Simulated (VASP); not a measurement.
# InGa3As4: single point with PBE

InGa3As4:

```
In Ga As
1.0
     4.13409    0.00000    0.00000
     0.00000    4.13409    0.00000
     0.00000    0.00000   11.76055
In Ga As
1 3 4
Direct
  0.00000 0.00000 0.00000
  0.50000 0.50000 0.25905
  0.00000 0.00000 0.50000
  0.50000 0.50000 0.74095
  0.50000 0.00000 0.37959
  0.00000 0.50000 0.62041
  0.50000 0.00000 0.86029
  0.00000 0.50000 0.13971
```

| Quantity | Value |
| --- | --- |
| Program | VASP 6.6.1 |
| Task | single point |
| Functional | PBE |
| Potentials or basis | VASP PAW PBE potentials, release 64 (In_d, Ga_d, As) |
| Cutoff | 520 eV |
| k mesh | 10 × 10 × 4 |
| Occupations | gaussian, width 0.1 eV |
| Spin | no spin polarisation |

| Property | Result |
| --- | --- |
| Pressure | 0.1 GPa |
| Largest force | 0.008 eV/Å |
| Band gap on the k mesh | zero (filled and empty bands touch) |

Forces in eV/Å, atoms in the order of the input:
```
In   0.000  0.000  0.000
Ga   0.000  0.000  0.000
Ga   0.000  0.000  0.000
Ga   0.000  0.000  0.000
As   0.000  0.000  0.001
As   0.000  0.000 -0.001
As   0.000  0.000  0.008
As   0.000  0.000 -0.008
```

Levels at points of the mesh, in eV from the Fermi level:
| k point | band 32 | band 33 | band 34 | band 35 | band 36 | band 37 | band 38 | band 39 | band 40 | band 41 |
| --- | --- | --- | --- | --- | --- | --- | --- | --- | --- | --- |
| (0.00, 0.00, 0.00) | -1.40 | -1.40 | -0.20 | -0.15 | -0.05 | -0.05 | 1.42 | 1.50 | 2.00 | 2.14 |
| (0.50, 0.00, 0.00) | -1.31 | -1.27 | -1.13 | -1.11 | -0.67 | 0.61 | 0.80 | 2.23 | 2.70 | 4.26 |
| (0.50, 0.50, 0.00) | -3.07 | -2.58 | -2.49 | -2.49 | -2.40 | 1.48 | 1.48 | 1.57 | 1.77 | 4.13 |
| (0.00, 0.00, 0.50) | -2.13 | -0.77 | -0.77 | -0.48 | -0.48 | 1.39 | 1.40 | 1.61 | 1.86 | 2.26 |
| (0.50, 0.00, 0.50) | -2.13 | -1.32 | -1.31 | -1.28 | -0.67 | 1.57 | 1.65 | 1.70 | 2.14 | 4.04 |
| (0.50, 0.50, 0.50) | -2.87 | -2.82 | -2.79 | -2.76 | -2.76 | 2.40 | 2.40 | 2.48 | 2.52 | 2.52 |

Run time: 6.8 min on 1 thread of Intel(R) Xeon(R) 6975P-C (Granite Rapids), on a shared host, peak memory 0.64 GiB.

Caveat: semilocal functionals underestimate gaps, and a narrow one can read as zero; spin-orbit coupling is left out, which moves the levels of the heavy elements.
